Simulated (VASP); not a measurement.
# CdTe (I-4m2) in VASP: single point with PBE

Aim: the single point of CdTe with PBE.

Everything below comes from runs of VASP 6.6.1. Logs are shortened: lines on timing, memory, paths and dates and some standing lists are left out, and cuts for length are marked.

## 1. The cell of the first run

It takes space group I-4m2 (No. 119, tetragonal). The conventional cell has a = 4.397 Å, b = 4.397 Å, c = 6.602 Å, α = 90.00°, β = 90.00°, γ = 90.00°. Cd (site symmetry -4m2) has 4 Te at 2.75 Å within 3.6 Å. Te (site symmetry -4m2) has 4 Cd at 2.75 Å within 3.6 Å.

## 2. Single point, PBE (strain -0.030 along x and y, +0.030 along z)

Input file INCAR:

```
SYSTEM = CdTe
PREC     = Accurate       ! precision mode
ENCUT    = 520            ! plane-wave cutoff, eV
EDIFF    = 1E-6           ! SCF threshold, eV
ISMEAR   = 0              ! smearing method
SIGMA    = 0.05           ! smearing width, eV
LREAL    = .False.        ! projectors in reciprocal space
LASPH    = .True.         ! aspherical terms in the spheres
NELM     = 100            ! most SCF steps
ALGO     = Normal         ! electronic algorithm
ISIF     = 2              ! what is computed and relaxed
LWAVE    = .False.        ! write WAVECAR
LCHARG   = .True.         ! write CHGCAR
GGA      = PE             ! functional
LELF     = .True.         ! ELF
LVHAR    = .True.       
NBANDS   = 16             ! bands
```

Input file KPOINTS:

```
Automatic mesh
0
Gamma
  8 8 8
  0 0 0
```

Input file POSCAR:

```
CdTe
1.0
    0.0000000000      3.1088500000      3.3011500000
    3.1088500000      0.0000000000      3.3011500000
    3.1088500000      3.1088500000      0.0000000000
Cd Te
1 1
Direct
    0.0000000000      0.0000000000      0.0000000000
    0.7500000000      0.7500000000      0.7500000000
```

Potentials or basis: VASP PAW PBE potentials, release 64 (Cd, Te).

On the command line:

```sh
$ cat potpaw_PBE.64/Cd/POTCAR potpaw_PBE.64/Te/POTCAR > POTCAR
$ mpirun -np 1 vasp_std > vasp.out
```

OUTCAR:

```text
SYSTEM = CdTe
   PREC = Accurate
   ENCUT = 520
   EDIFF = 1E-6
   ISMEAR = 0
   LREAL = .False.
   LASPH = .True.
   NELM = 100
   ISIF = 2
   GGA = PE

 ion  position               nearest neighbor table
   1  0.000  0.000  0.000-   2 2.75   2 2.75   2 2.75   2 2.75
   2  0.750  0.750  0.750-   1 2.75   1 2.75   1 2.75   1 2.75

  LATTYP: Found a body centered tetragonal cell.
 ALAT       =     4.3965778334
 C/A-ratio  =     1.5016906899

  Lattice vectors:

 A1 = (  -3.1088500000,   0.0000000000,   3.3011500000)
 A2 = (   3.1088500000,   0.0000000000,   3.3011500000)
 A3 = (   0.0000000000,   3.1088500000,  -3.3011500000)

Analysis of symmetry for initial positions (statically):
=====================================================================
 Subroutine PRICEL returns:
 Original cell was already a primitive cell.

 Routine SETGRP: Setting up the symmetry group for a
 body centered tetragonal supercell.

 Subroutine GETGRP returns: Found  8 space group operations
 (whereof  8 operations were pure point group operations)
 out of a pool of 16 trial point group operations.

The static configuration has the point symmetry D_2d.

Analysis of symmetry for dynamics (positions and initial velocities):
=====================================================================
 Subroutine PRICEL returns:
 Original cell was already a primitive cell.

 Routine SETGRP: Setting up the symmetry group for a
 body centered tetragonal supercell.

 Subroutine GETGRP returns: Found  8 space group operations
 (whereof  8 operations were pure point group operations)
 out of a pool of 16 trial point group operations.

The dynamic configuration has the point symmetry D_2d.

 Subroutine INISYM returns: Found  8 space group operations
 (whereof  8 operations are pure point group operations),
 and found     1 'primitive' translations

----------------------------------------------------------------------------------------

                                     Primitive cell

  volume of cell :      63.8109

  direct lattice vectors                    reciprocal lattice vectors
     0.000000000  3.108850000  3.301150000    -0.160831176  0.160831176  0.151462369
     3.108850000  0.000000000  3.301150000     0.160831176 -0.160831176  0.151462369
     3.108850000  3.108850000  0.000000000     0.160831176  0.160831176 -0.151462369

  length of vectors
     4.534593658  4.534593658  4.396577833     0.273265774  0.273265774  0.273265774

  position of ions in fractional coordinates (direct lattice)
     0.000000000  0.000000000  0.000000000
     0.750000000  0.750000000  0.750000000

  ion indices of the primitive-cell ions
   primitive index   ion index
                 1           1
                 2           2

----------------------------------------------------------------------------------------

 KPOINTS: Automatic mesh

Automatic generation of k-mesh.
 Grid dimensions read from file:
 generate k-points for:    8    8    8

 Generating k-lattice:

  Cartesian coordinates                     Fractional coordinates (reciprocal lattice)
    -0.020103897  0.020103897  0.018932796     0.125000000 -0.000000000  0.000000000
     0.020103897 -0.020103897  0.018932796    -0.000000000  0.125000000  0.000000000
     0.020103897  0.020103897 -0.018932796     0.000000000  0.000000000  0.125000000

  Length of vectors
     0.034158222  0.034158222  0.034158222

  Shift w.r.t. Gamma in fractional coordinates (k-lattice)
     0.000000000  0.000000000  0.000000000

 Subroutine IBZKPT returns following result:
 ===========================================

 Found     59 irreducible k-points:

 Following reciprocal coordinates:
            Coordinates               Weight
  0.000000  0.000000  0.000000      1.000000
  0.125000  0.000000  0.000000      8.000000
  0.250000  0.000000  0.000000      8.000000
  0.375000  0.000000  0.000000      8.000000
  0.500000  0.000000  0.000000      4.000000
  0.125000  0.125000  0.000000      2.000000
[... 16 lines left out ...]
  0.250000  0.000000  0.125000     16.000000
  0.375000  0.000000  0.125000     16.000000
 [... further k-points ...]
   k-points           NKPTS =     59   k-points in BZ     NKDIM =     59   number of bands    NBANDS=     16
   number of dos      NEDOS =    301   number of ions     NIONS =      2
   total plane-waves  NPLWV =  46656
   dimension x,y,z NGX =    36 NGY =   36 NGZ =   36
   dimension x,y,z NGXF=    72 NGYF=   72 NGZF=   72
   ions per type =               1   1
   NGX,Y,Z   is equivalent  to a cutoff of  13.20, 13.20, 13.61 a.u.
   NGXF,Y,Z  is equivalent  to a cutoff of  26.40, 26.40, 27.23 a.u.
 SYSTEM =  CdTe
   PREC   = accura    normal or accurate (medium, high low for compatibility)
   ISTART =      0    job   : 0-new  1-cont  2-samecut
   ICHARG =      2    charge: 1-file 2-atom 10-const
   ISPIN  =      1    spin polarized calculation?
   LNONCOLLINEAR =      F non collinear calculations
   LSORBIT =      F    spin-orbit coupling
   LASPH  =      T    aspherical Exc in radial PAW
   ENCUT  =  520.0 eV  38.22 Ry    6.18 a.u.   8.43  8.43  8.17*2*pi/ulx,y,z
   NELM   =    100;   NELMIN=  2; NELMDL= -5     # of ELM steps
   EDIFF  = 0.1E-05   stopping-criterion for ELM
   LREAL  =      F    real-space projection
   EDIFFG = 0.1E-04   stopping-criterion for IOM
   NSW    =      0    number of steps for IOM
   IBRION =     -1    ionic relax: 0-MD 1-quasi-New 2-CG
   NFREE  =      0    steps in history (QN), initial steepest desc. (CG)
   ISIF   =      2    stress and relaxation
   ISYM   =      2    0-nonsym 1-usesym 2-fastsym
   POTIM  = 0.5000    time-step for ionic-motion
   TEBEG  =    0.0;   TEEND  =   0.0 temperature during run
   PSTRESS=    0.0 pullay stress
   NELECT =      18.0000    total number of electrons
   NUPDOWN=      -1.0000    fix difference up-down
   EMIN   =  10.00;   EMAX   =-10.00  energy-range for DOS
   EFERMI =   0.00;   METHOD = LEGACY
   ISMEAR =     0;   SIGMA  =   0.05  broadening in eV -4-tet -1-fermi 0-gaus
   EFERMI_NEDOS =   21; number of points for ismear=-14 and -15
   IALGO  =     38    algorithm
   IMIX   =      4    mixing-type and parameters
     AMIX     =   0.40;   BMIX     =  1.00
     AMIX_MAG =   1.60;   BMIX_MAG =  1.00
  volume/ion in A,a.u.               =      31.91       215.31
  Fermi-wavevector in a.u.,A,eV,Ry     =   1.073662  2.028926 15.684104  1.152749
  Thomas-Fermi vector in A             =   2.209467
   LORBIT       =      0    0 simple, 1 ext, 2 COOP (PROOUT), +10 PAW based schemes
   GGA     = PE    functional components
   LHFCALC =     F    Hartree Fock is set to
   AEXX    =    0.0000 exact exchange contribution
   IVDW    =     0    specifies the selected vdW correction
   LEPSILON=     F    determine dielectric tensor
   LRPA    =     F    only Hartree local field effects (RPA)
 non-spin polarized calculation
 Gauss-broadening in eV      SIGMA  =   0.05
  energy-cutoff  :      520.00
  volume of cell :       63.81
 maximum number of plane-waves:      1761
 NGX is ok and might be reduce to    36
   NGX = 17   NGY = 17   NGZ = 17

 number of electron      18.0000001 magnetization

 Free energy of the ion-electron system (eV)
  ---------------------------------------------------
  ext. energy  EPLUGINS =         0.00000000
  ---------------------------------------------------
  free energy    TOTEN  =        -4.65341793 eV

  energy without entropy =       -4.65341793  energy(sigma->0) =       -4.65341793

 E-fermi :   3.2329     XC(G=0):  -8.8773

 val. band max:        3.0316549194   @ k =   0.0000   0.0000   0.0000
 cond. band min:       3.9130189187   @ k =   0.0000   0.0000   0.0000
 fundamental gap:      0.8813639993
 Fermi energy:         3.2328703332

 k-point     1 :       0.0000    0.0000    0.0000
  band No.  band energies     occupation
      1      -8.6007      2.00000
      2      -5.5828      2.00000
      3      -5.5657      2.00000
      4      -5.5657      2.00000
      5      -5.2698      2.00000
      6      -5.2557      2.00000
[... 8 lines left out ...]
     15      11.9103      0.00000
     16      12.4506      0.00000

 k-point     2 :       0.1250    0.0000    0.0000
  band No.  band energies     occupation
      1      -8.5329      2.00000
      2      -5.5657      2.00000
      3      -5.5523      2.00000
      4      -5.5225      2.00000
      5      -5.2692      2.00000
      6      -5.2582      2.00000
[... 8 lines left out ...]
     15      11.4393      0.00000
     16      11.9490      0.00000

 k-point     3 :       0.2500    0.0000    0.0000
  band No.  band energies     occupation
      1      -8.3680      2.00000
      2      -5.5365      2.00000
      3      -5.5221      2.00000
      4      -5.3611      2.00000
      5      -5.2616      2.00000
      6      -5.2602      2.00000
[... 8 lines left out ...]
     15      11.5631      0.00000
     16      11.5860      0.00000

 k-point     4 :       0.3750    0.0000    0.0000
  band No.  band energies     occupation
      1      -8.2043      2.00000
      2      -5.5139      2.00000
      3      -5.4961      2.00000
      4      -5.2600      2.00000
      5      -5.2582      2.00000
      6      -5.0556      2.00000
[... 8 lines left out ...]
     15      12.2403      0.00000
     16      12.4592      0.00000
[... 324 lines left out ...]
 k-point    22 :       0.1250    0.0000    0.1250
  band No.  band energies     occupation
      1      -8.5078      2.00000
      2      -5.5583      2.00000
      3      -5.5387      2.00000
      4      -5.5205      2.00000
      5      -5.2663      2.00000
      6      -5.2590      2.00000
[... 8 lines left out ...]
     15      11.7493      0.00000
     16      12.2275      0.00000

 k-point    23 :       0.2500    0.0000    0.1250
  band No.  band energies     occupation
      1      -8.3738      2.00000
      2      -5.5317      2.00000
      3      -5.5109      2.00000
      4      -5.4124      2.00000
      5      -5.2617      2.00000
      6      -5.2486      2.00000
[... 8 lines left out ...]
     15      12.0130      0.00000
     16      12.6133      0.00000

 k-point    24 :       0.3750    0.0000    0.1250
  band No.  band energies     occupation
      1      -8.2110      2.00000
      2      -5.5070      2.00000
      3      -5.4838      2.00000
      4      -5.3027      2.00000
      5      -5.2514      2.00000
      6      -5.0940      2.00000
[... 8 lines left out ...]
     15      12.2704      0.00000
     16      12.9960      0.00000

 [... further k-points ...]
[... 5 lines left out ...]
  --------------------------------------------------------------------------------------
  -------------------------------------------------------------------------------------
  Total        2.5589421      2.5589421      2.2291488      0.0000000      0.0000000      0.0000000
  in kB       64.2504617     64.2504617     55.9699419      0.0000000      0.0000000      0.0000000
  external PRESSURE =      61.4902884 kB  Pullay stress =       0.0000000 kB

 VOLUME and BASIS-vectors are now :
 -----------------------------------------------------------------------------
  energy-cutoff  :      520.00
  volume of cell :       63.81
      direct lattice vectors                 reciprocal lattice vectors
     0.000000000  3.108850000  3.301150000    -0.160831176  0.160831176  0.151462369
     3.108850000  0.000000000  3.301150000     0.160831176 -0.160831176  0.151462369
     3.108850000  3.108850000  0.000000000     0.160831176  0.160831176 -0.151462369

 POSITION                                       TOTAL-FORCE (eV/Angst)
 -----------------------------------------------------------------------------------
      0.00000      0.00000      0.00000        -0.000000     -0.000000     -0.000000
      4.66327      4.66327      4.95172         0.000000      0.000000      0.000000
 -----------------------------------------------------------------------------------
    total drift:                                0.000000      0.000000      0.000001

  FREE ENERGIE OF THE ION-ELECTRON SYSTEM (eV)
  ---------------------------------------------------
  free  energy   TOTEN  =        -4.6534179341 eV

  energy  without entropy=       -4.6534179341  energy(sigma->0) =       -4.65341793
```

It took 50 s on 1 thread of Intel Xeon Platinum 8259CL at 2.50GHz (Skylake/Cascade Lake), shared host; peak memory 0.24 GiB.

Results:

```yaml
Free_energy: -4.6534 eV
Pressure: 6.1 GPa
Band_gap_on_the_k_mesh: 0.88 eV, direct
```

Caveat: the cell differs from its parent crystal (strain -0.030 along x and y, +0.030 along z); spin-orbit coupling is left out, which moves the levels of the heavy elements.
